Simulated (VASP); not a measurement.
SmNb:

```
Sm Nb
1.0
     3.77978    0.00000    0.00000
     0.00000    3.77978    0.00000
     0.00000    0.00000    6.11819
Sm Nb
2 2
Direct
  0.50000 0.00000 0.85740
  0.00000 0.50000 0.14260
  0.50000 0.00000 0.25390
  0.00000 0.50000 0.74610
```

The cell was generated, and may not be a known phase.

```yaml
Program: VASP 6.6.1
Task: relaxation of cell and atoms
Functional: PBE
Potentials_or_basis: VASP PAW PBE potentials, release 64 (Sm_3, Nb_sv), 4f in core
Cutoff: 500 eV
k_mesh: 5 × 5 × 3
Occupations: gaussian, width 0.2 eV
Spin: no spin polarisation
```

At the start: pressure 20.4 GPa; volume 21.85 Å³/atom.

Where does the relaxation end?

Over 25 steps the energy falls by 1716.9 meV/atom and the volume is 25.51 Å³/atom (+16.7 %); space group P4/nmm (No. 129, to 0.1 Å) before and after.

The path:
| step | energy change (eV) | largest force (eV/Å) | pressure (GPa) | volume (Å³) |
| --- | --- | --- | --- | --- |
| 1 | 0.0000 | 5.7326 | 20.45 | 87.41 |
| 2 | -2.2084 | 1.6323 | -8.37 | 127.59 |
| 3 | -2.4304 | 2.1876 | -4.36 | 114.12 |
| 4 | -3.2008 | 2.5556 | -3.04 | 106.41 |
| 5 | -4.9143 | 2.5602 | 10.99 | 85.30 |
| 6 | -4.7114 | 1.5621 | 24.02 | 78.55 |
| 7 | -4.9331 | 2.4283 | 13.70 | 83.44 |
| 8 | -5.1965 | 1.9743 | 14.32 | 83.50 |
| 9 | -5.5410 | 1.3162 | 17.02 | 83.62 |
| 10 | -5.9597 | 0.9672 | 11.16 | 87.78 |
| 11 | -6.4283 | 0.2188 | 0.37 | 98.75 |
| 12 | -6.4378 | 0.1403 | -0.91 | 100.54 |
| 13 | -6.4379 | 0.1397 | -1.16 | 100.90 |
| 14 | -6.4799 | 0.1058 | -1.13 | 100.92 |
| 15 | -6.5987 | 0.0435 | -1.03 | 100.89 |
| 16 | -6.7607 | 0.3094 | -0.44 | 100.50 |
| 17 | -6.6336 | 0.8009 | 2.51 | 98.47 |
| 18 | -6.7906 | 0.5016 | 0.20 | 100.08 |
| 19 | -6.7909 | 0.5276 | 0.30 | 100.01 |
| 20 | -6.8155 | 0.4757 | -0.01 | 100.60 |
| 21 | -6.8498 | 0.3113 | -0.68 | 101.99 |
| 22 | -6.8522 | 0.2507 | -0.89 | 102.46 |
| 23 | -6.8587 | 0.0346 | 1.32 | 100.55 |
| 24 | -6.8621 | 0.0734 | 0.48 | 101.25 |
| 25 | -6.8676 | 0.0427 | 0.16 | 102.02 |

Final structure:
```cif
data_structure
_symmetry_space_group_name_H-M 'P 1'
_symmetry_Int_Tables_number 1
_cell_length_a 3.5132
_cell_length_b 3.5132
_cell_length_c 8.2658
_cell_angle_alpha 90.000
_cell_angle_beta 90.000
_cell_angle_gamma 90.000
_cell_volume 102.02
loop_
_atom_site_label
_atom_site_type_symbol
_atom_site_fract_x
_atom_site_fract_y
_atom_site_fract_z
_atom_site_occupancy
Sm1 Sm 0.50000 0.00000 0.82492 1
Sm2 Sm 0.00000 0.50000 0.17508 1
Nb1 Nb 0.50000 0.00000 0.42048 1
Nb2 Nb 0.00000 0.50000 0.57952 1
```

Caveat: the volume moved by over 15 % at a fixed basis, so the end points are rough; the relaxation stopped at a loose force limit of 0.08 eV/Å, so its end isn't a converged minimum.
